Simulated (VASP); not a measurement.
# Ag6HAu6 (a cell with a defect) in VASP: notebook, part 2 of 2

VASP 6.6.1. Earlier steps stand in the parts before.

### 3 Single point, LDA

Contents of INCAR:

```
SYSTEM = Ag6HAu6
  PREC = Accurate
  ENCUT = 520
  EDIFF = 1E-6
  ISMEAR = -1
  SIGMA = 0.05
  LREAL = .False.
  LASPH = .True.
  NELM = 80
  ALGO = Normal
  ISIF = 2
  LWAVE = .False.
  LCHARG = .False.
  GGA = CA
  NBANDS = 78
```

Contents of KPOINTS:

```
regular mesh
0
Gamma
  3 2 3
  0 0 0
```

Contents of POSCAR:

```
Ag6HAu6
1.0
    5.8703330000      0.0000000000      0.0000000000
   -4.4027500000      7.6257870000      0.0000000000
    0.0000000000      0.0000000000      4.6969050000
Ag Au H
6 6 1
Direct
   -0.0057639892      0.0289281618      0.5424636010
    0.0263103144      0.3342343551      0.4577695312
    0.0163217289      0.6418747337      0.4311988426
    0.5347685314      0.0012195463      0.5378222468
    0.5172787371      0.3549141879      0.4158908899
    0.5792044376      0.6977509338      0.5088457186
    0.3315978659      0.1067037409      0.0001703249
    0.3480336506      0.4287032932     -0.0329365827
    0.2905452682      0.7123723755     -0.0625731200
    0.8155317573      0.1265443160      0.0445399683
    0.7934547486      0.4289917880     -0.0798823906
    0.8251384901      0.8227216417      0.0382592367
    0.1740271298      0.8787683160      0.9698727141
```

Potentials or basis: VASP PAW LDA potentials, release 64 (Ag, Au, H).

Command:

```
$ cat potpaw_LDA.64/Ag/POTCAR potpaw_LDA.64/Au/POTCAR potpaw_LDA.64/H/POTCAR > POTCAR
$ mpirun -np 1 vasp_std > vasp.out
```

OUTCAR:

```text
SYSTEM = Ag6HAu6
   PREC = Accurate
   ENCUT = 520
   EDIFF = 1E-6
   ISMEAR = -1
   LREAL = .False.
   LASPH = .True.
   NELM = 80
   ISIF = 2
   GGA = CA

 ion  position               nearest neighbor table
   1  0.994  0.029  0.542-   4 2.58   2 2.63   6 2.71   7 2.77  12 2.81  12 2.84  10 2.87  10 2.88
                             5 3.03   7 3.09   4 3.30   3 3.51
   2  0.026  0.334  0.458-  10 2.53   1 2.63   3 2.74   5 2.80   8 2.83   8 2.90  11 2.90   4 2.93
                             5 3.09  11 3.18  10 3.20   6 3.23
   3  0.016  0.642  0.431-   9 2.71   2 2.74   5 2.75   9 2.76  11 2.84   6 2.87  11 2.92  12 3.00
                             6 3.11   4 3.15   1 3.51
   4  0.535  0.001  0.538-   1 2.58  10 2.74  10 2.79   6 2.82   7 2.85   9 2.90   2 2.93   7 3.13
                             3 3.15   5 3.22   1 3.30   9 3.58
   5  0.517  0.355  0.416-   8 2.55   7 2.72  11 2.72   3 2.75  11 2.76   2 2.80   6 2.89   8 2.96
                             1 3.03   2 3.09   4 3.22   7 3.33
   6  0.579  0.698  0.509-  12 2.57   9 2.68   1 2.71  12 2.81   4 2.82   3 2.87   5 2.89   8 2.98
                             3 3.11   9 3.21   2 3.23   8 3.27
   7  0.332  0.107  0.000-  13 1.75   5 2.72  10 2.77   1 2.77  12 2.77   8 2.79  11 2.80   4 2.85
                             1 3.09   4 3.13  10 3.13   5 3.33   9 3.37
   8  0.348  0.429  0.967-   5 2.55  11 2.62   9 2.69   7 2.79   2 2.83   2 2.90  10 2.94   5 2.96
                             6 2.98  12 3.21  11 3.26   6 3.27
   9  0.291  0.712  0.937-  13 1.91   6 2.68   8 2.69   3 2.71  11 2.73   3 2.76  12 2.82   4 2.90
                             6 3.21  12 3.36   7 3.37  10 3.44   4 3.58
  10  0.816  0.127  0.045-   2 2.53  12 2.70   4 2.74   7 2.77   4 2.79  11 2.79   1 2.87   1 2.88
                             8 2.94   7 3.13   2 3.20   9 3.44
  11  0.793  0.429  0.920-   8 2.62   5 2.72   9 2.73   5 2.76  10 2.79   7 2.80   3 2.84   2 2.90
                             3 2.92   2 3.18   8 3.26  12 3.42
  12  0.825  0.823  0.038-  13 1.88   6 2.57  10 2.70   7 2.77   6 2.81   1 2.81   9 2.82   1 2.84
                             3 3.00   8 3.21   9 3.36  11 3.42
  13  0.174  0.879  0.970-   7 1.75  12 1.88   9 1.91

  LATTYP: Found a simple monoclinic cell.
 ALAT       =     5.8703330000
 B/A-ratio  =     0.8001087843
 C/A-ratio  =     1.3228757713
 COS(beta)  =    -0.1889821878

  Lattice vectors:

 A1 = (   5.8703330000,   0.0000000000,   0.0000000000)
 A2 = (   0.0000000000,   0.0000000000,   4.6969050000)
 A3 = (  -1.4675830000,  -7.6257870000,   0.0000000000)

Analysis of symmetry for initial positions (statically):
=====================================================================
 Subroutine PRICEL returns:
 Original cell was already a primitive cell.

 Routine SETGRP: Setting up the symmetry group for a
 simple monoclinic supercell.

 Subroutine GETGRP returns: Found  1 space group operations
 (whereof  1 operations were pure point group operations)
 out of a pool of  4 trial point group operations.

The static configuration has the point symmetry C_1 .

Analysis of symmetry for dynamics (positions and initial velocities):
=====================================================================
 Subroutine PRICEL returns:
 Original cell was already a primitive cell.

 Routine SETGRP: Setting up the symmetry group for a
 simple monoclinic supercell.

 Subroutine GETGRP returns: Found  1 space group operations
 (whereof  1 operations were pure point group operations)
 out of a pool of  4 trial point group operations.
[... 115 lines left out ...]
   NGX,Y,Z   is equivalent  to a cutoff of  13.59, 13.22, 12.74 a.u.
   NGXF,Y,Z  is equivalent  to a cutoff of  27.19, 26.43, 25.48 a.u.
 SYSTEM =  Ag6HAu6
   PREC   = accura    normal or accurate (medium, high low for compatibility)
   ISTART =      0    job   : 0-new  1-cont  2-samecut
   ICHARG =      2    charge: 1-file 2-atom 10-const
   ISPIN  =      1    spin polarized calculation?
   LNONCOLLINEAR =      F non collinear calculations
   LSORBIT =      F    spin-orbit coupling
   LASPH  =      T    aspherical Exc in radial PAW
   ENCUT  =  520.0 eV  38.22 Ry    6.18 a.u.  10.91 16.37  8.73*2*pi/ulx,y,z
   NELM   =     80;   NELMIN=  2; NELMDL= -5     # of ELM steps
   EDIFF  = 0.1E-05   stopping-criterion for ELM
   LREAL  =      F    real-space projection
   EDIFFG = 0.1E-04   stopping-criterion for IOM
   NSW    =      0    number of steps for IOM
   IBRION =     -1    ionic relax: 0-MD 1-quasi-New 2-CG
   NFREE  =      0    steps in history (QN), initial steepest desc. (CG)
   ISIF   =      2    stress and relaxation
   ISYM   =      2    0-nonsym 1-usesym 2-fastsym
   POTIM  = 0.5000    time-step for ionic-motion
   TEBEG  =    0.0;   TEEND  =   0.0 temperature during run
   PSTRESS=    0.0 pullay stress
   NELECT =     133.0000    total number of electrons
   NUPDOWN=      -1.0000    fix difference up-down
   EMIN   =  10.00;   EMAX   =-10.00  energy-range for DOS
   EFERMI =   0.00;   METHOD = LEGACY
   ISMEAR =    -1;   SIGMA  =   0.05  broadening in eV -4-tet -1-fermi 0-gaus
   EFERMI_NEDOS =   21; number of points for ismear=-14 and -15
   IALGO  =     38    algorithm
   IMIX   =      4    mixing-type and parameters
     AMIX     =   0.40;   BMIX     =  1.00
     AMIX_MAG =   1.60;   BMIX_MAG =  1.00
  volume/ion in A,a.u.               =      16.17       109.15
  Fermi-wavevector in a.u.,A,eV,Ry     =   1.405311  2.655652 26.870116  1.974898
  Thomas-Fermi vector in A             =   2.527785
   LORBIT       =      0    0 simple, 1 ext, 2 COOP (PROOUT), +10 PAW based schemes
   GGA     = CA    functional components
   LHFCALC =     F    Hartree Fock is set to
   AEXX    =    0.0000 exact exchange contribution
   IVDW    =     0    specifies the selected vdW correction
   LEPSILON=     F    determine dielectric tensor
   LRPA    =     F    only Hartree local field effects (RPA)
 non-spin polarized calculation
  energy-cutoff  :      520.00
  volume of cell :      210.26
 maximum number of plane-waves:      5668
 NGX is ok and might be reduce to    48
   NGX = 21   NGY = 33   NGZ = 17

 number of electron     133.0000003 magnetization

 Free energy of the ion-electron system (eV)
  ---------------------------------------------------
  ext. energy  EPLUGINS =         0.00000000
  ---------------------------------------------------
  free energy    TOTEN  =       -50.42288754 eV

  energy without entropy =      -50.38323392  energy(sigma->0) =      -50.40306073

 E-fermi :   8.3128     XC(G=0): -12.6234

 val. band max:        8.2715611853   @ k =   0.0000   0.0000   0.3333
 cond. band min:       8.3298192900   @ k =   0.3333   0.5000   0.3333
 fundamental gap:      0.0582581047
 Fermi energy:         8.3127764641

 k-point     1 :       0.0000    0.0000    0.0000
  band No.  band energies     occupation
      1      -1.0949      2.00000
      2       0.7195      2.00000
      3       1.2536      2.00000
      4       1.6995      2.00000
      5       1.8019      2.00000
      6       1.9632      2.00000
[... 799 lines left out ...]
     77      15.1118      0.00000
     78      15.2912      0.00000

------------------------ aborting loop because EDIFF is reached ----------------------------------------

  FORCE on cell =-STRESS in cart. coord.  units (eV):
  Direction    XX          YY          ZZ          XY          YZ          ZX
  --------------------------------------------------------------------------------------
  -------------------------------------------------------------------------------------
  Total        4.2312635      2.7689254      2.7777611      0.2747279      0.4136372     -0.8993930
  in kB       32.2419629     21.0990380     21.1663657      2.0934093      3.1518892     -6.8533185
  external PRESSURE =      24.8357889 kB  Pullay stress =       0.0000000 kB

 VOLUME and BASIS-vectors are now :
 -----------------------------------------------------------------------------
  energy-cutoff  :      520.00
  volume of cell :      210.26
      direct lattice vectors                 reciprocal lattice vectors
     5.870333000  0.000000000  0.000000000     0.170348088  0.098350510  0.000000000
    -4.402750000  7.625787000  0.000000000     0.000000000  0.131134006  0.000000000
     0.000000000  0.000000000  4.696905000     0.000000000  0.000000000  0.212906158

 POSITION                                       TOTAL-FORCE (eV/Angst)
 -----------------------------------------------------------------------------------
      5.70913      0.22060      2.54790         1.397136     -0.026934     -0.159171
     -1.31710      2.54880      2.15010        -0.258325      1.405662      1.217340
     -2.73020      4.89480      2.02530        -0.181350      0.393372      0.058933
      3.13390      0.00930      2.52610        -1.230368     -0.139068     -0.098019
      1.47400      2.70650      1.95340         0.526468     -0.456915      1.579737
      0.32810      5.32090      2.39000        -0.369740     -1.096446      0.271276
      1.47680      0.81370      0.00080        -0.035503      0.063156     -0.023455
      0.15560      3.26920      4.54221        -1.272303      0.403724     -1.191161
     -1.43080      5.43240      4.40300        -0.010050      0.486370      0.255539
      4.23030      0.96500      0.20920        -0.001194     -0.454878     -1.042622
      2.76910      3.27140      4.32171         0.974286      0.191029     -0.186181
      1.22160      6.27390      0.17970         0.316855     -0.441287     -0.681494
     -2.84740      6.70130      4.55540         0.144088     -0.327784     -0.000721
 -----------------------------------------------------------------------------------
    total drift:                                0.000030     -0.000063      0.000073

  FREE ENERGIE OF THE ION-ELECTRON SYSTEM (eV)
  ---------------------------------------------------
  free  energy   TOTEN  =       -50.4228875406 eV

  energy  without entropy=      -50.3832339153  energy(sigma->0) =      -50.40306073
```

It took 3.4 min on 1 thread of Intel Xeon 6975P-C, shared host; peak memory 0.34 GiB.

What came out:

```yaml
Free_energy: -50.4229 eV
Pressure: 2.5 GPa
Largest_force: 1.877 eV/Å
```

Forces on the atoms (eV/Å):
```
Ag   1.397 -0.027 -0.159
Ag  -0.258  1.406  1.217
Ag  -0.181  0.393  0.059
Ag  -1.230 -0.139 -0.098
Ag   0.526 -0.457  1.580
Ag  -0.370 -1.096  0.271
Au  -0.036  0.063 -0.023
Au  -1.272  0.404 -1.191
Au  -0.010  0.486  0.256
Au  -0.001 -0.455 -1.043
Au   0.974  0.191 -0.186
Au   0.317 -0.441 -0.681
H    0.144 -0.328 -0.001
```

Stress tensor (GPa, compression positive):
```
 3.22  0.21 -0.69
 0.21  2.11  0.32
-0.69  0.32  2.12
```

Caveat: the k points lie up to 0.45 Å⁻¹ apart; spin-orbit coupling is left out, which moves the levels of the heavy elements.
